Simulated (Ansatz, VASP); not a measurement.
## BN: VASP beside Ansatz

```xyz
8
Lattice="2.5418 -0.0108 0.0293 -1.2803 2.1368 -0.0447 0.1947 -0.2311 16.6422" Properties=species:S:1:pos:R:3 pbc="T T T"
B     0.0407   -0.0922    4.1653
B     0.1992   -0.1217   12.5129
B    -0.0189    1.4105   -0.0766
B     0.1202    1.2757    8.3423
N     0.0003    1.3565    4.1128
N     0.0898    1.2169   12.4233
N     1.2785    0.6960   -0.0344
N     1.3849    0.6588    8.4100
```

Change from the starting cell: cell x2, atoms moved at random (sigma 0.05 Å) and cell strained at random (1.5 %), then relaxed without symmetry.

Alike in both runs: task relaxation of cell and atoms; functional PBE; k mesh 6 × 6 × 1; occupations gaussian, width 0.1 eV; no spin polarisation.

```csv
,VASP,Ansatz
version,VASP 6.6.1,Ansatz 0.2.0
potentials or method,"VASP PAW PBE potentials, release 64 (B, N), cutoff 600 eV","scalar-relativistic, plane waves, PAW"
valence electrons in the cell,32,32
```

```tsv
	VASP	Ansatz	Ansatz less VASP
gap on the k mesh at the Fermi level, each at its own relaxed structure (eV)	4.39	4.38	-0.004
relaxed volume (Å³/atom)	11.34	11.38	+0.031
relaxed cell length with the largest relative difference (Å)	16.619	16.663	+0.0441
```

The k mesh is coarse, so the values compare programs but aren't converged.
